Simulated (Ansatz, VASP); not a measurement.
## MnO in VASP and in Ansatz

Contents of INCAR:

```
SYSTEM = MnO
PREC = Accurate
ENCUT = 600
EDIFF = 1E-6
ISMEAR = 0
SIGMA = 0.05
LREAL = .FALSE.
LASPH = .TRUE.
NELM = 200
ALGO = Normal
ISIF = 2
LWAVE = .FALSE.
LCHARG = .FALSE.
ISPIN = 2
MAGMOM = 4.76 4.76 0.11 0.11
LORBIT = 11
LMAXMIX = 4
LDAU = .TRUE.
LDAUTYPE = 2
LDAUL = 2 -1
LDAUU = 8 0
LDAUJ = 0 0
LDAUPRINT = 1
GGA = PS
NBANDS = 31
GGA_COMPAT = .FALSE.
```

The input KPOINTS:

```
regular mesh
0
G
  7 7 7
  0 0 0
```

Contents of POSCAR:

```
MnO
1.0
    0.0000000000      2.2220003300      2.2220003300
    4.4440006600      2.2220003300      2.2220003300
    4.4440006600      4.4440006600      0.0000000000
Mn O
2 2
Direct
    0.0000000000      0.0000000000      0.0000000000
    0.0000000000      0.0000000000      0.5000000000
    0.5000000000      0.5000000000      0.0000000000
    0.5000000000      0.5000000000      0.5000000000
```

Input for Ansatz:

```yaml
crystal:
  lattice:
    - [0.0, 2.22200033, 2.22200033]
    - [4.44400066, 2.22200033, 2.22200033]
    - [4.44400066, 4.44400066, 0.0]
  atoms:
    - { symbol: Mn, position: [0.0, 0.0, 0.0], spin: 5.0 }
    - { symbol: O, position: [0.5, 0.5, 0.0] }
    - { symbol: Mn, position: [0.0, 0.0, 0.5], spin: 5.0 }
    - { symbol: O, position: [0.5, 0.5, 0.5] }
basis:
  ecutwfc: 420
  ecutrho_ratio: 4
kpoints:
  mp_grid: { grid: [7, 7, 7] }
hamiltonian:
  xc: pbesol
  hubbard:
    sites:
      - { site: 0, l: d, u_eff: 8.0, starting_ns: [{ spin: up, occupation_matrix: s0up }, { spin: down, occupation_matrix: s0down }] }
      - { site: 2, l: d, u_eff: 8.0, starting_ns: [{ spin: up, occupation_matrix: s2up }, { spin: down, occupation_matrix: s2down }] }
    occupation_matrices:
      s0up:
        matrix:
          - [0.97, 0.0, 0.0, 0.0, 0.0]
          - [0.0, 0.97, 0.0, 0.0, 0.0]
          - [0.0, 0.0, 0.97, 0.0, 0.0]
          - [0.0, 0.0, 0.0, 0.97, 0.0]
          - [0.0, 0.0, 0.0, 0.0, 0.97]
      s0down:
        matrix:
          - [0.02, 0.0, 0.0, 0.0, 0.0]
          - [0.0, 0.02, 0.0, 0.0, 0.0]
          - [0.0, 0.0, 0.02, 0.0, 0.0]
          - [0.0, 0.0, 0.0, 0.02, 0.0]
          - [0.0, 0.0, 0.0, 0.0, 0.02]
      s2up:
        matrix:
          - [0.97, 0.0, 0.0, 0.0, 0.0]
          - [0.0, 0.97, 0.0, 0.0, 0.0]
          - [0.0, 0.0, 0.97, 0.0, 0.0]
          - [0.0, 0.0, 0.0, 0.97, 0.0]
          - [0.0, 0.0, 0.0, 0.0, 0.97]
      s2down:
        matrix:
          - [0.02, 0.0, 0.0, 0.0, 0.0]
          - [0.0, 0.02, 0.0, 0.0, 0.0]
          - [0.0, 0.0, 0.02, 0.0, 0.0]
          - [0.0, 0.0, 0.0, 0.02, 0.0]
          - [0.0, 0.0, 0.0, 0.0, 0.02]
    ns_hold: { iters: 10 }
scf:
  occupations: { method: gaussian, width: 0.05 }
  lower_state_search: "off"
  max_iter: 150
output:
  forces: true
  stress: true
  eigenvalues: true
  populations: true
  hubbard: { sites: [{ site: 0, l: d }, { site: 2, l: d }] }
  write_density: true
  write_potential: true
  elf: true
  volumetric_format: npy
magnetization:
  spin_polarized: true
```

Alike in both runs: task single point; functional PBEsol; k mesh 7 × 7 × 7; occupations gaussian, width 0.05 eV; collinear spin; Hubbard terms Mn d U = 8.0 eV.

```csv
,VASP,Ansatz
version,VASP 6.6.1,Ansatz 0.2.0
potentials or method,"VASP PAW PBE potentials, release 64 (Mn_pv, O), cutoff 600 eV","scalar-relativistic, plane waves, PAW"
valence electrons in the cell,38,42
```

|  | VASP | Ansatz | Ansatz less VASP |
| --- | --- | --- | --- |
| gap on the k mesh at the Fermi level (eV) | 0.93 | 0.63 | -0.294 |
| least direct gap on the mesh (eV) | 2.62 | 2.42 | -0.204 |
| pressure (GPa) | 3.3 | 7.8 | +4.50 |
| net moment per atom (μB) | 2.50 | 2.50 | 0.000 |
| size of the moment on the site where the two differ most (μB) | 4.72 | 4.33 | -0.394 |

VASP's potentials were made for PBE, not for PBEsol. Site moments also hang on the region over which each program counts them. The programs project onto different local orbitals, so the same U acts differently, and such runs can settle in different states. VASP's potentials hold 38 valence electrons a cell and Ansatz's 42, so a difference there can come from the potentials and not from the codes.
